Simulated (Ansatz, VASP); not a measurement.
**PbSe: VASP beside Ansatz**

Contents of INCAR:

```
SYSTEM = PbSe
ALGO = Normal ; EDIFF = 1E-8
ENCUT = 400 ; GGA = PS
GGA_COMPAT = .False. ; ISIF = 2
ISMEAR = -1 ; LASPH = .True.
LCHARG = .False. ; LEFG = .True.
LREAL = .False. ; LWAVE = .False.
NBANDS = 17 ; NELM = 120
PREC = Accurate ; SIGMA = 0.01
```

KPOINTS

```
k-points
0
Gamma
  9 9 9
  0 0 0
```

The input POSCAR:

```
PbSe
1.0
    0.0000000000      2.9996396028      2.9996396028
    2.9996396028      0.0000000000      2.9996396028
    2.9996396028      2.9996396028      0.0000000000
Pb Se
1 1
Direct
    0.0000000000      0.0000000000      0.0000000000
    0.5000000000      0.5000000000      0.5000000000
```

Input for Ansatz:

```yaml
crystal:
  lattice:
    - [0.0, 2.9996396028, 2.9996396028]
    - [2.9996396028, 0.0, 2.9996396028]
    - [2.9996396028, 2.9996396028, 0.0]
  atoms:
    - { symbol: Pb, position: [0.0, 0.0, 0.0] }
    - { symbol: Se, position: [0.5, 0.5, 0.5] }
kpoints:
  mp_grid: { grid: [9, 9, 9] }
scf:
  occupations: { method: fermi_dirac, width: 0.01 }
hamiltonian:
  xc: pbesol
  pseudopotentials: { kind: paw }
output:
  forces: true
  stress: true
  eigenvalues: true
  efg: { contact_densities: true }
```

Change from the starting cell: volume scaled by 0.94, PAW files.

Alike in both runs: task electric field gradients; functional PBEsol; k mesh 9 × 9 × 9; occupations fermi-dirac, width 0.01 eV; no spin polarisation.

|  | VASP | Ansatz |
| --- | --- | --- |
| version | VASP 6.6.1 | Ansatz 0.2.0 |
| potentials or method | VASP PAW PBE potentials, release 64 (Pb_d, Se) | PAW with Ansatz's default frozen-core files, scalar-relativistic |
| plane-wave cutoff (eV) | 400 | 420 |
| valence electrons in the cell | 20 | 30 |

|  | VASP | Ansatz | Ansatz less VASP |
| --- | --- | --- | --- |
| pressure (GPa) | 3.0 | 3.0 | 0.00 |

VASP's potentials were made for PBE, not for PBEsol. The functional is the same, so the differences come from potentials, cutoffs and numerics. VASP's potentials hold 20 valence electrons a cell and Ansatz's 30, so a difference there can come from the potentials and not from the codes.

Spin-orbit coupling is off throughout.
